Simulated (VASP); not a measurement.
Here is a VASP 6.6.1 calculation.

Contents of INCAR:

```
PREC     = Accurate       # precision mode
ENCUT    = 520            # plane-wave cutoff, eV
EDIFF    = 1E-6           # SCF threshold, eV
ISMEAR   = -1             # smearing method
SIGMA    = 0.05           # smearing width, eV
LREAL    = False          # projectors in reciprocal space
LASPH    = True           # aspherical terms in the spheres
NELM     = 80             # most SCF steps
ALGO     = Normal         # electronic algorithm
ISIF     = 2              # what is computed and relaxed
LWAVE    = False          # write WAVECAR
LCHARG   = False          # write CHGCAR
GGA      = PS             # functional
NBANDS   = 10             # bands
```

File KPOINTS:

```
Automatic mesh
0
Gamma
  17 17 17
```

The input POSCAR:

```
Re
1.0
    0.0000000000      1.7703967886      1.7703967886
    1.7703967886      0.0000000000      1.7703967886
    1.7703967886      1.7703967886      0.0000000000
Re
1
Direct
    0.0000000000      0.0000000000      0.0000000000
```

Potentials or basis: VASP PAW PBE potentials, release 64 (Re).

Launch:

```console
$ cat potpaw_PBE.64/Re/POTCAR > POTCAR
$ mpirun -np 1 vasp_std > vasp.out
```

(1) What does it give for the pressure?

## Answers

(1) 198.7 GPa.

Caveat: the PAW data sets were made with another functional, which shifts forces and pressure a little.
